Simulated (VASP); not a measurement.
## C: single point with PBE

Crystal: C.

```
CELL_PARAMETERS angstrom
0.00000 1.84123 1.84123
1.84123 0.00000 1.84123
1.84123 1.84123 0.00000
ATOMIC_POSITIONS crystal
C 0.50000 0.50000 0.50000
C 0.75000 0.75000 0.75000
```

This cell differs from its parent crystal: volume 6.242 Å^3 an atom, c/a of the conventional cell 1.0000.

```json
{
  "Program": "VASP 6.6.1",
  "Task": "single point",
  "Functional": "PBE",
  "Potentials or basis": "VASP PAW PBE potentials, release 64 (C)",
  "Cutoff": "520 eV",
  "k mesh": "12 × 12 × 12",
  "Occupations": "gaussian, width 0.05 eV",
  "Spin": "no spin polarisation"
}
```

```yaml
Pressure: -33.1 GPa
Band_gap_on_the_k_mesh: 3.94 eV, indirect (least direct gap 5.33 eV)
```

Levels at points of the mesh, in eV from the valence-band top:
| k point | band 2 | band 3 | band 4 | band 5 | band 6 | band 7 |
| --- | --- | --- | --- | --- | --- | --- |
| (0.00, 0.00, 0.00) | 0.00 | 0.00 | 0.00 | 5.33 | 5.33 | 5.33 |
| (0.50, 0.00, 0.00) | -12.36 | -2.56 | -2.56 | 7.59 | 8.05 | 8.05 |
| (0.50, 0.50, 0.00) | -12.12 | -5.74 | -5.74 | 4.55 | 4.55 | 15.40 |

Wall time 5.9 s on 1 thread of AMD EPYC 7R13 Processor (Zen 3) (shared host), peak memory 0.09 GiB.

 A k mesh can miss the band edges.
